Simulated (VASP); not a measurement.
# SrTiO3 (P4mm) in VASP: a series of runs

The runs below take SrTiO3 through single point, with PBEsol.

Program: VASP 6.6.1. These are calculated values, not measurements. Logs are shortened: lines on timing, memory, paths and dates and some standing lists are left out, and cuts for length are marked.

### 1 The cell of the first run

Symmetry: P4mm, No. 99, tetragonal system. Conventional cell: a = 3.891 Å, b = 3.891 Å, c = 3.891 Å, α = 90.00°, β = 90.00°, γ = 90.00°. Within 3.4 Å of Sr (site symmetry 4mm) lie 12 O at 2.55 to 2.97 Å and 4 Ti at 3.10 Å. Ti (site symmetry 4mm) has 6 O at 1.71 to 2.18 Å within 2.3 Å. O (site symmetry 4mm) has 2 Ti at 1.71 to 2.18 Å within 2.3 Å. Within 2.6 Å of O (site symmetry 2mm) lie 2 Ti at 1.96 Å and 2 Sr at 2.55 Å.

### 2 Single point, PBEsol (atoms displaced along several vibrational modes)

Contents of INCAR:

```
SYSTEM = SrTiO3
ALGO     = Normal         ! electronic algorithm
EDIFF    = 1E-6           ! SCF threshold, eV
ENCUT    = 520            ! plane-wave cutoff, eV
GGA      = PS             ! functional
ISIF     = 2              ! what is computed and relaxed
ISMEAR   = 0              ! smearing method
LASPH    = .TRUE.         ! aspherical terms in the spheres
LCHARG   = .FALSE.        ! write CHGCAR
LREAL    = .FALSE.        ! projectors in reciprocal space
LWAVE    = .FALSE.        ! write WAVECAR
NBANDS   = 28             ! bands
NELM     = 80             ! most SCF steps
PREC     = Accurate       ! precision mode
SIGMA    = 0.05           ! smearing width, eV
```

Contents of KPOINTS:

```
k-points
0
G
  8 8 8
  0 0 0
```

Contents of POSCAR:

```
SrTiO3
1.0
    3.8913815400      0.0000000000      0.0000000000
    0.0000000000      3.8913815400      0.0000000000
    0.0000000000      0.0000000000      3.8913815400
Sr Ti O
1 1 3
Direct
    0.0535611395      0.0000000000      0.0000000000
    0.4231635354      0.5000000000      0.5000000000
   -0.0155255869      0.5000000000      0.5000000000
    0.4760390609      0.0000000000      0.5000000000
    0.4760390609      0.5000000000      0.0000000000
```

Potentials or basis: VASP PAW PBE potentials, release 64 (Sr_sv, Ti_sv, O).

Run with:

```console
> cat potpaw_PBE.64/Sr_sv/POTCAR potpaw_PBE.64/Ti_sv/POTCAR potpaw_PBE.64/O/POTCAR > POTCAR
> mpirun -np 1 vasp_std > vasp.out
```

OUTCAR:

```text
SYSTEM = SrTiO3
   EDIFF = 1E-6
   ENCUT = 520
   GGA = PS
   ISIF = 2
   ISMEAR = 0
   LASPH = .TRUE.
   LREAL = .FALSE.
   NELM = 80
   PREC = Accurate

 ion  position               nearest neighbor table
   1  0.054  0.000  0.000-   4 2.55   5 2.55   4 2.55   5 2.55   3 2.76   3 2.76   3 2.76   3 2.76
                             4 2.97   5 2.97   4 2.97   5 2.97   2 3.10   2 3.10   2 3.10   2 3.10
   2  0.423  0.500  0.500-   3 1.71   4 1.96   5 1.96   5 1.96   4 1.96   3 2.18   1 3.10   1 3.10
                             1 3.10   1 3.10   1 3.69   1 3.69   1 3.69   1 3.69
   3  0.984  0.500  0.500-   2 1.71   2 2.18   1 2.76   1 2.76   1 2.76   1 2.76
   4  0.476  0.000  0.500-   2 1.96   2 1.96   1 2.55   1 2.55   1 2.97   1 2.97
   5  0.476  0.500  0.000-   2 1.96   2 1.96   1 2.55   1 2.55   1 2.97   1 2.97

  LATTYP: Found a simple cubic cell.
 ALAT       =     3.8913815400

  Lattice vectors:

 A1 = (   3.8913815400,   0.0000000000,   0.0000000000)
 A2 = (   0.0000000000,   3.8913815400,   0.0000000000)
 A3 = (   0.0000000000,   0.0000000000,   3.8913815400)

Analysis of symmetry for initial positions (statically):
=====================================================================
 Subroutine PRICEL returns:
 Original cell was already a primitive cell.

 Routine SETGRP: Setting up the symmetry group for a
 simple cubic supercell.

 Subroutine GETGRP returns: Found  8 space group operations
 (whereof  8 operations were pure point group operations)
 out of a pool of 48 trial point group operations.

The static configuration has the point symmetry C_4v.

Analysis of symmetry for dynamics (positions and initial velocities):
=====================================================================
 Subroutine PRICEL returns:
 Original cell was already a primitive cell.

 Routine SETGRP: Setting up the symmetry group for a
 simple cubic supercell.

 Subroutine GETGRP returns: Found  8 space group operations
 (whereof  8 operations were pure point group operations)
 out of a pool of 48 trial point group operations.

The dynamic configuration has the point symmetry C_4v.

 Subroutine INISYM returns: Found  8 space group operations
 (whereof  8 operations are pure point group operations),
 and found     1 'primitive' translations

----------------------------------------------------------------------------------------

                                     Primitive cell

  volume of cell :      58.9266

  direct lattice vectors                    reciprocal lattice vectors
     3.891381540  0.000000000  0.000000000     0.256978143  0.000000000  0.000000000
     0.000000000  3.891381540  0.000000000     0.000000000  0.256978143  0.000000000
     0.000000000  0.000000000  3.891381540     0.000000000  0.000000000  0.256978143

  length of vectors
     3.891381540  3.891381540  3.891381540     0.256978143  0.256978143  0.256978143

  position of ions in fractional coordinates (direct lattice)
     0.053561139  0.000000000  0.000000000
     0.423163535  0.500000000  0.500000000
     0.984474413  0.500000000  0.500000000
     0.476039061  0.000000000  0.500000000
     0.476039061  0.500000000  0.000000000

  ion indices of the primitive-cell ions
   primitive index   ion index
                 1           1
                 2           2
                 3           3
                 4           4
                 5           5

----------------------------------------------------------------------------------------

 KPOINTS: k-points

Automatic generation of k-mesh.
 Grid dimensions read from file:
 generate k-points for:    8    8    8

 Generating k-lattice:

  Cartesian coordinates                     Fractional coordinates (reciprocal lattice)
     0.032122268  0.000000000  0.000000000     0.125000000  0.000000000  0.000000000
     0.000000000  0.032122268  0.000000000     0.000000000  0.125000000  0.000000000
     0.000000000  0.000000000  0.032122268     0.000000000  0.000000000  0.125000000

  Length of vectors
     0.032122268  0.032122268  0.032122268

  Shift w.r.t. Gamma in fractional coordinates (k-lattice)
     0.000000000  0.000000000  0.000000000

 Subroutine IBZKPT returns following result:
 ===========================================

 Found     75 irreducible k-points:

 Following reciprocal coordinates:
            Coordinates               Weight
  0.000000  0.000000  0.000000      1.000000
  0.125000  0.000000  0.000000      2.000000
  0.000000  0.125000  0.000000      4.000000
  0.250000  0.000000  0.000000      2.000000
  0.000000  0.250000  0.000000      4.000000
  0.375000  0.000000  0.000000      2.000000
[... 16 lines left out ...]
  0.375000  0.250000  0.000000      8.000000
  0.000000  0.375000  0.250000      8.000000
 [... further k-points ...]
   k-points           NKPTS =     75   k-points in BZ     NKDIM =     75   number of bands    NBANDS=     28
   number of dos      NEDOS =    301   number of ions     NIONS =      5
   total plane-waves  NPLWV =  27000
   dimension x,y,z NGX =    30 NGY =   30 NGZ =   30
   dimension x,y,z NGXF=    60 NGYF=   60 NGZF=   60
   ions per type =               1   1   3
   NGX,Y,Z   is equivalent  to a cutoff of  12.82, 12.82, 12.82 a.u.
   NGXF,Y,Z  is equivalent  to a cutoff of  25.63, 25.63, 25.63 a.u.
 SYSTEM =  SrTiO3
   PREC   = accura    normal or accurate (medium, high low for compatibility)
   ISTART =      0    job   : 0-new  1-cont  2-samecut
   ICHARG =      2    charge: 1-file 2-atom 10-const
   ISPIN  =      1    spin polarized calculation?
   LNONCOLLINEAR =      F non collinear calculations
   LSORBIT =      F    spin-orbit coupling
   LASPH  =      T    aspherical Exc in radial PAW
   ENCUT  =  520.0 eV  38.22 Ry    6.18 a.u.   7.24  7.24  7.24*2*pi/ulx,y,z
   NELM   =     80;   NELMIN=  2; NELMDL= -5     # of ELM steps
   EDIFF  = 0.1E-05   stopping-criterion for ELM
   LREAL  =      F    real-space projection
   EDIFFG = 0.1E-04   stopping-criterion for IOM
   NSW    =      0    number of steps for IOM
   IBRION =     -1    ionic relax: 0-MD 1-quasi-New 2-CG
   NFREE  =      0    steps in history (QN), initial steepest desc. (CG)
   ISIF   =      2    stress and relaxation
   ISYM   =      2    0-nonsym 1-usesym 2-fastsym
   POTIM  = 0.5000    time-step for ionic-motion
   TEBEG  =    0.0;   TEEND  =   0.0 temperature during run
   PSTRESS=    0.0 pullay stress
   NELECT =      40.0000    total number of electrons
   NUPDOWN=      -1.0000    fix difference up-down
   EMIN   =  10.00;   EMAX   =-10.00  energy-range for DOS
   EFERMI =   0.00;   METHOD = LEGACY
   ISMEAR =     0;   SIGMA  =   0.05  broadening in eV -4-tet -1-fermi 0-gaus
   EFERMI_NEDOS =   21; number of points for ismear=-14 and -15
   IALGO  =     38    algorithm
   IMIX   =      4    mixing-type and parameters
     AMIX     =   0.40;   BMIX     =  1.00
     AMIX_MAG =   1.60;   BMIX_MAG =  1.00
  volume/ion in A,a.u.               =      11.79        79.53
  Fermi-wavevector in a.u.,A,eV,Ry     =   1.438769  2.718879 28.164817  2.070056
  Thomas-Fermi vector in A             =   2.557699
   LORBIT       =      0    0 simple, 1 ext, 2 COOP (PROOUT), +10 PAW based schemes
   GGA     = PS    functional components
   LHFCALC =     F    Hartree Fock is set to
   AEXX    =    0.0000 exact exchange contribution
   IVDW    =     0    specifies the selected vdW correction
   LEPSILON=     F    determine dielectric tensor
   LRPA    =     F    only Hartree local field effects (RPA)
 non-spin polarized calculation
 Gauss-broadening in eV      SIGMA  =   0.05
  energy-cutoff  :      520.00
  volume of cell :       58.93
 maximum number of plane-waves:      1622
 NGX is ok and might be reduce to    30
   NGX = 15   NGY = 15   NGZ = 15

 number of electron      40.0000011 magnetization

 Free energy of the ion-electron system (eV)
  ---------------------------------------------------
  ext. energy  EPLUGINS =         0.00000000
  ---------------------------------------------------
  free energy    TOTEN  =       -41.46678412 eV

  energy without entropy =      -41.46678412  energy(sigma->0) =      -41.46678412

 E-fermi :   4.2784     XC(G=0): -11.5397

 val. band max:        4.0256284744   @ k =   0.5000   0.5000   0.5000
 cond. band min:       5.9247053738   @ k =   0.0000   0.0000   0.0000
 fundamental gap:      1.8990768995
 Fermi energy:         4.2783561368

 k-point     1 :       0.0000    0.0000    0.0000
  band No.  band energies     occupation
      1     -51.7819      2.00000
      2     -28.5486      2.00000
      3     -28.3292      2.00000
      4     -28.1532      2.00000
      5     -28.1532      2.00000
      6     -13.3713      2.00000
[... 20 lines left out ...]
     27       9.6653      0.00000
     28      10.1802      0.00000

 k-point     2 :       0.1250    0.0000    0.0000
  band No.  band energies     occupation
      1     -51.7816      2.00000
      2     -28.5562      2.00000
      3     -28.3295      2.00000
      4     -28.1528      2.00000
      5     -28.1528      2.00000
      6     -13.3635      2.00000
[... 20 lines left out ...]
     27       9.9721      0.00000
     28      10.6326      0.00000

 k-point     3 :       0.0000    0.1250    0.0000
  band No.  band energies     occupation
      1     -51.7816      2.00000
      2     -28.5494      2.00000
      3     -28.3381      2.00000
      4     -28.1527      2.00000
      5     -28.1506      2.00000
      6     -13.3904      2.00000
[... 20 lines left out ...]
     27       9.8804      0.00000
     28      10.5124      0.00000

 k-point     4 :       0.2500    0.0000    0.0000
  band No.  band energies     occupation
      1     -51.7810      2.00000
      2     -28.5759      2.00000
      3     -28.3286      2.00000
      4     -28.1515      2.00000
      5     -28.1515      2.00000
      6     -13.4026      2.00000
[... 578 lines left out ...]
     27      11.3195      0.00000
     28      11.8827      0.00000

 k-point    23 :       0.3750    0.2500    0.0000
  band No.  band energies     occupation
      1     -51.7795      2.00000
      2     -28.5661      2.00000
      3     -28.3778      2.00000
      4     -28.1561      2.00000
      5     -28.1486      2.00000
      6     -13.2386      2.00000
[... 20 lines left out ...]
     27      12.0712      0.00000
     28      12.8208      0.00000

 k-point    24 :       0.0000    0.3750    0.2500
  band No.  band energies     occupation
      1     -51.7795      2.00000
      2     -28.5229      2.00000
      3     -28.3658      2.00000
      4     -28.1979      2.00000
      5     -28.1616      2.00000
      6     -13.3330      2.00000
[... 20 lines left out ...]
     27      12.0145      0.00000
     28      12.1976      0.00000

 [... further k-points ...]

------------------------ aborting loop because EDIFF is reached ----------------------------------------

  FORCE on cell =-STRESS in cart. coord.  units (eV):
  Direction    XX          YY          ZZ          XY          YZ          ZX
  --------------------------------------------------------------------------------------
  -------------------------------------------------------------------------------------
  Total        5.2520169      2.0354794      2.0354794      0.0000000      0.0000000     -0.0000000
  in kB      142.7990296     55.3434013     55.3434013      0.0000000      0.0000000     -0.0000000
  external PRESSURE =      84.4952774 kB  Pullay stress =       0.0000000 kB

 VOLUME and BASIS-vectors are now :
 -----------------------------------------------------------------------------
  energy-cutoff  :      520.00
  volume of cell :       58.93
      direct lattice vectors                 reciprocal lattice vectors
     3.891381540  0.000000000  0.000000000     0.256978143  0.000000000  0.000000000
     0.000000000  3.891381540  0.000000000     0.000000000  0.256978143  0.000000000
     0.000000000  0.000000000  3.891381540     0.000000000  0.000000000  0.256978143

 POSITION                                       TOTAL-FORCE (eV/Angst)
 -----------------------------------------------------------------------------------
      0.20843      0.00000      0.00000        -1.717338      0.000000     -0.000000
      1.64669      1.94569      1.94569         3.784390      0.000000      0.000000
      3.83097      1.94569      1.94569        -2.022895     -0.000000      0.000000
      1.85245      0.00000      1.94569        -0.022078      0.000000     -0.000000
      1.85245      1.94569      0.00000        -0.022078      0.000000     -0.000000
 -----------------------------------------------------------------------------------
    total drift:                               -0.000083      0.000000      0.000001

  FREE ENERGIE OF THE ION-ELECTRON SYSTEM (eV)
  ---------------------------------------------------
  free  energy   TOTEN  =       -41.4667841185 eV

  energy  without entropy=      -41.4667841185  energy(sigma->0) =      -41.46678412
```

Run time: 4 min. Hardware: 1 thread of Intel Xeon 8259CL, shared host; peak memory 0.26 GiB.

Results:

```
Free energy            : -41.4668 eV
Pressure               : 8.4 GPa
Largest force          : 3.784 eV/Å
Band gap on the k mesh : 1.90 eV (least direct gap 2.46 eV)
```

Forces in eV/Å, atoms in the order of the input:
```
Sr  -1.717  0.000  0.000
Ti   3.784  0.000  0.000
O   -2.023  0.000  0.000
O   -0.022  0.000  0.000
O   -0.022  0.000  0.000
```

Levels at points of the mesh, in eV from the valence-band top:
```tsv
k point	band 18	band 19	band 20	band 21	band 22	band 23
(0.00, 0.00, 0.00)	-0.85	-0.56	-0.56	1.90	2.87	2.87
(0.50, 0.00, 0.00)	-2.05	-0.68	-0.68	2.07	4.41	4.41
(0.00, 0.50, 0.00)	-1.44	-1.40	-0.99	3.08	3.97	4.21
(0.50, 0.50, 0.00)	-1.47	-1.42	-0.21	3.98	4.47	4.70
(0.00, 0.50, 0.50)	-2.07	-1.67	-0.09	4.26	4.26	4.31
(0.50, 0.50, 0.50)	-0.16	-0.16	0.00	4.58	4.75	4.75
```

Caveat: the cell differs from its parent crystal (atoms displaced along several vibrational modes); the stress differs along the axes, from 6 to 14 GPa; the PAW data sets were made with another functional, which shifts forces and pressure a little. A k mesh can miss the band edges.

### 3 Single point, PBEsol (atoms displaced along several vibrational modes)

Contents of INCAR:

```
SYSTEM = SrTiO3
PREC = Accurate
ENCUT = 520
EDIFF = 1E-7
ISMEAR = 0
SIGMA = 0.05
LREAL = .FALSE.
LASPH = .TRUE.
NELM = 60
ALGO = Normal
ISIF = 2
LWAVE = .FALSE.
LCHARG = .TRUE.
GGA = PS
LELF = .TRUE.
LVHAR = .TRUE.
NBANDS = 28
```

Contents of KPOINTS:

```
Automatic mesh
0
G
  8 8 8
  0 0 0
```

Contents of POSCAR:

```
SrTiO3
1.0
    3.8913815400      0.0000000000      0.0000000000
    0.0000000000      3.8913815400      0.0000000000
    0.0000000000      0.0000000000      3.8913815400
Sr Ti O
1 1 3
Direct
    0.0072188559      0.0000000000      0.0000000000
    0.5178206165      0.5000000000      0.5000000000
   -0.0291211991      0.5000000000      0.5000000000
    0.4681347103      0.0000000000      0.5000000000
    0.4681347103      0.5000000000      0.0000000000
```

Potentials or basis: VASP PAW PBE potentials, release 64 (Sr_sv, Ti_sv, O).

Run with:

```console
> cat potpaw_PBE.64/Sr_sv/POTCAR potpaw_PBE.64/Ti_sv/POTCAR potpaw_PBE.64/O/POTCAR > POTCAR
> mpirun -np 1 vasp_std > vasp.out
```

Wall time 3.9 min (1 thread of Intel Xeon 8259CL, shared host); peak memory 0.26 GiB.

It converged, with:

| Property | Result |
| --- | --- |
| Free energy | -41.9570 eV |
| Pressure | 3.1 GPa |
| Largest force | 1.280 eV/Å |
| Band gap on the k mesh | 1.92 eV (least direct gap 2.54 eV) |

Forces on the atoms (eV/Å):
```
Sr   0.057  0.000  0.000
Ti  -1.280  0.000  0.000
O    0.998  0.000  0.000
O    0.113  0.000  0.000
O    0.113  0.000  0.000
```

Stress tensor (GPa, compression positive):
```
7.96 0.00 0.00
0.00 0.70 0.00
0.00 0.00 0.70
```

Levels at points of the mesh, in eV from the valence-band top:
```csv
k point,band 18,band 19,band 20,band 21,band 22,band 23
"(0.00, 0.00, 0.00)",-0.75,-0.62,-0.62,1.92,2.57,2.57
"(0.50, 0.00, 0.00)",-2.16,-0.71,-0.71,2.12,4.18,4.18
"(0.00, 0.50, 0.00)",-2.16,-1.34,-1.04,2.71,3.82,3.94
"(0.50, 0.50, 0.00)",-1.61,-1.58,-0.27,3.88,4.19,4.37
"(0.00, 0.50, 0.50)",-1.84,-1.76,-0.10,3.96,3.96,4.34
"(0.50, 0.50, 0.50)",-0.19,-0.19,0.00,4.51,4.60,4.60
```

Caveat: the cell differs from its parent crystal (atoms displaced along several vibrational modes); the stress differs along the axes, from 1 to 8 GPa; the PAW data sets were made with another functional, which shifts forces and pressure a little. A k mesh can miss the band edges.

### 4 Single point, PBEsol (atoms displaced along several vibrational modes)

Contents of INCAR:

```
SYSTEM = SrTiO3
PREC = Accurate ; ENCUT = 520
EDIFF = 1E-6 ; ISMEAR = 0
SIGMA = 0.05 ; LREAL = .FALSE.
LASPH = .TRUE. ; NELM = 80
ALGO = Normal ; ISIF = 2
LWAVE = .FALSE. ; LCHARG = .FALSE.
GGA = PS ; NBANDS = 28
```

KPOINTS is that of step 3.

Contents of POSCAR:

```
SrTiO3
1.0
    3.8913815400      0.0000000000      0.0000000000
    0.0000000000      3.8913815400      0.0000000000
    0.0000000000      0.0000000000      3.8913815400
Sr Ti O
1 1 3
Direct
    0.0303899977      0.0000000000      0.0000000000
    0.4704920759      0.5000000000      0.5000000000
   -0.0223233930      0.5000000000      0.5000000000
    0.4720868856      0.0000000000      0.5000000000
    0.4720868856      0.5000000000      0.0000000000
```

Run with:

```console
> cat potpaw_PBE.64/Sr_sv/POTCAR potpaw_PBE.64/Ti_sv/POTCAR potpaw_PBE.64/O/POTCAR > POTCAR
> mpirun -np 1 vasp_std > vasp.out
```

It took 3.5 min on 1 thread of Intel Xeon 8259CL, shared host; peak memory 0.26 GiB.

It converged, with:

```
Free energy            : -41.9160 eV
Pressure               : 2.1 GPa
Largest force          : 0.895 eV/Å
Band gap on the k mesh : 1.79 eV (least direct gap 2.14 eV)
```

Forces in eV/Å, atoms in the order of the input:
```
Sr  -0.895  0.000  0.000
Ti   0.683  0.000  0.000
O    0.009  0.000  0.000
O    0.101  0.000  0.000
O    0.101  0.000  0.000
```

Stress tensor (GPa, compression positive):
```
1.97 0.00 0.00
0.00 2.10 0.00
0.00 0.00 2.10
```

Levels at points of the mesh, in eV from the valence-band top:
```csv
k point,band 17,band 18,band 19,band 20,band 21,band 22,band 23,band 24
"(0.00, 0.00, 0.00)",-1.25,-0.36,-0.36,-0.35,1.79,1.86,1.86,4.41
"(0.50, 0.00, 0.00)",-2.38,-2.07,-0.77,-0.77,1.96,3.85,3.85,4.43
"(0.00, 0.50, 0.00)",-2.45,-1.83,-0.73,-0.71,2.02,3.81,3.83,4.44
"(0.50, 0.50, 0.00)",-1.76,-1.61,-1.57,-0.06,3.82,3.86,4.32,5.41
"(0.00, 0.50, 0.50)",-1.71,-1.59,-1.59,-0.17,3.85,3.85,4.29,5.43
"(0.50, 0.50, 0.50)",-3.77,-0.08,0.00,0.00,4.53,4.53,4.53,6.98
```

Caveat: the cell differs from its parent crystal (atoms displaced along several vibrational modes); the PAW data sets were made with another functional, which shifts forces and pressure a little. A k mesh can miss the band edges.

### 5 The runs side by side

```tsv
cell	gap on the mesh (eV)	pressure (GPa)	largest force (eV/Å)
as given, atomic positions A	1.90	8.4	3.78
as given, atomic positions B	1.92	3.1	1.28
as given, atomic positions C	1.79	2.1	0.89
```

Alike in all rows: task single point; level PBEsol; potentials or basis VASP PAW PBE potentials, release 64 (Sr_sv, Ti_sv, O); no spin polarisation; k mesh 8 × 8 × 8; cutoff (eV) 520; smearing gaussian 0.05 eV.

Caveats: the PAW data sets were made with another functional, which shifts forces and pressure a little; the stress differs along the axes, from 6 to 14 GPa (at least some runs); the stress differs along the axes, from 1 to 8 GPa (at least some runs).

Absolute energies hang on the potentials; compare differences alone.
